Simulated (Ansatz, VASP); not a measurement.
# Ge: VASP beside Ansatz

```
CELL_PARAMETERS angstrom
4.05816 0.00000 0.00000
-2.02908 3.51447 0.00000
0.00000 0.00000 6.49175
ATOMIC_POSITIONS crystal
Ge 0.66667 0.33333 0.06279
Ge 0.33333 0.66667 0.56279
Ge 0.66667 0.33333 0.43721
Ge 0.33333 0.66667 0.93721
```

Change from the starting cell: strain +0.000 along x and y, -0.030 along z, atoms carried along.

Alike in both runs: task single point; functional PBE; k mesh 12 × 12 × 8; occupations gaussian, width 0.15 eV; no spin polarisation.

|  | VASP | Ansatz |
| --- | --- | --- |
| version | VASP 6.6.1 | Ansatz 0.2.0 |
| potentials or method | VASP PAW PBE potentials, release 64 (Ge_d), cutoff 520 eV | scalar-relativistic, plane waves, PAW |
| valence electrons in the cell | 56 | 56 |

```csv
,VASP,Ansatz,Ansatz less VASP
gap on the k mesh at the Fermi level (eV),none,none,-
pressure (GPa),2.0,2.1,+0.09
"traceless stress, the component that is largest in VASP (GPa)",3.71,3.70,-0.007
rms of the force components (eV/Å),0.177,0.178,+0.0009
```

Atom by atom the forces differ by 0.001 eV/Å (rms over components). A gap of «none» marks a metal or a gap that the smearing closes. The functional is the same, so the differences come from potentials, cutoffs and numerics.
